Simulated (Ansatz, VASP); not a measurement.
Se in VASP and in Ansatz

Contents of INCAR:

```
SYSTEM = Se
PREC = Accurate
ENCUT = 520
EDIFF = 1E-8
ISMEAR = -1
SIGMA = 0.03
LREAL = .FALSE.
LASPH = .TRUE.
NELM = 80
ALGO = Normal
ISIF = 2
LWAVE = .FALSE.
LCHARG = .FALSE.
GGA = PE
LEFG = .TRUE.
NBANDS = 16
```

The input KPOINTS:

```
Automatic mesh
0
G
  6 6 5
  0 0 0
```

The input POSCAR:

```
Se
1.0
    4.2788759499      0.0000000000      0.0000000000
   -2.1394379750      3.7056152723      0.0000000000
    0.0000000000      0.0000000000      4.9536000000
Se
3
Direct
    0.2254000000      0.0000000000      0.3333333333
    0.0000000000      0.2254000000      0.6666666667
    0.7746000000      0.7746000000      0.0000000000
```

Input for Ansatz:

```yaml
crystal:
  lattice:
    - [4.2788759499, 0.0, 0.0]
    - [-2.139437975, 3.7056152723, 0.0]
    - [0.0, 0.0, 4.9536]
  atoms:
    - { symbol: Se, position: [0.2254, 0.0, 0.3333333333] }
    - { symbol: Se, position: [0.0, 0.2254, 0.6666666667] }
    - { symbol: Se, position: [0.7746, 0.7746, 0.0] }
kpoints:
  mp_grid: { grid: [6, 6, 5] }
scf:
  occupations: { method: fermi_dirac, width: 0.03 }
hamiltonian:
  xc: pbe
  pseudopotentials: { kind: all_electron, datasets: crystal }
output:
  forces: true
  stress: true
  eigenvalues: true
  efg: { contact_densities: true }
```

Change from the starting cell: equal xx and yy strain of -2 %, crystal datasets.

Alike in both runs: task electric field gradients; functional PBE; k mesh 6 × 6 × 5; occupations fermi-dirac, width 0.03 eV; no spin polarisation.

|  | VASP | Ansatz |
| --- | --- | --- |
| version | VASP 6.6.1 | Ansatz 0.2.0 |
| potentials or method | VASP PAW PBE potentials, release 64 (Se), cutoff 520 eV | all-electron PAW with datasets made for the crystal, scalar-relativistic |

Ansatz gave:

```
gap on the k mesh at the Fermi level (eV)                     : 1.33
pressure (GPa)                                                : 5.0
traceless stress, the component that is largest in VASP (GPa) : 1.62
rms of the force components (eV/Å)                            : 0.456
size of Vzz on the site where it differs most (V/Å²)          : 510.0
```

Task: What did VASP give for the same quantities?

Result: gap on the k mesh at the Fermi level (eV): 1.32; pressure (GPa): 5.2; traceless stress, the component that is largest in VASP (GPa): 1.69; rms of the force components (eV/Å): 0.481; size of Vzz on the site where it differs most (V/Å²): 488.7.

Atom by atom the forces differ by 0.025 eV/Å (rms over components). Ansatz ran all-electron here, and VASP with PAW potentials.
